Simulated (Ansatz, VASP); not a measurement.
# One calculation of AlIn3Sb2N2, two programs

```xyz
8
Lattice="5.4731 0.0000 0.0000 -2.7365 4.7398 0.0000 0.0000 0.0000 8.2187" Properties=species:S:1:pos:R:3 pbc="T T T"
Al    0.0000    3.1599    0.0000
In    0.0000    3.1599    5.5318
In    0.0000    3.1599    2.6869
In    0.0000    0.0000    0.0000
Sb    2.7365    1.5799    5.5696
Sb    2.7365    1.5799    2.6491
N     0.0000    0.0000    4.6678
N     0.0000    0.0000    3.5509
```

Alike in both runs: functional PBE; k mesh 3 × 3 × 2; occupations gaussian, width 0.15 eV; no spin polarisation.

Ansatz relaxed the structure, and its values are those at the end. VASP's run is a single point on that final structure, the one shown.

|  | VASP | Ansatz |
| --- | --- | --- |
| version | VASP 6.6.1 | Ansatz 0.2.0 |
| potentials or method | VASP PAW PBE potentials, release 64 (Al, In_d, Sb_d_GW, N), cutoff 600 eV | scalar-relativistic, plane waves, PAW |
| valence electrons in the cell | 82 | 82 |

VASP gave:

| Item | Value |
| --- | --- |
| gap on the k mesh at the Fermi level (eV) | none |
| pressure (GPa) | 0.3 |
| rms of the force components (eV/Å) | 0.385 |

Task: Which values does Ansatz return?

Result: gap on the k mesh at the Fermi level (eV): none; pressure (GPa): 0.0; rms of the force components (eV/Å): 0.024.

A gap of «none» marks a metal or a gap that the smearing closes. One of these differences is far larger than is usual between the two programs; its cause wasn't traced.

The k mesh is coarse, so the values compare programs but aren't converged. Spin-orbit coupling is off throughout. Noted on VASP's run: the standard files for N, O and F lose accuracy on very short bonds.
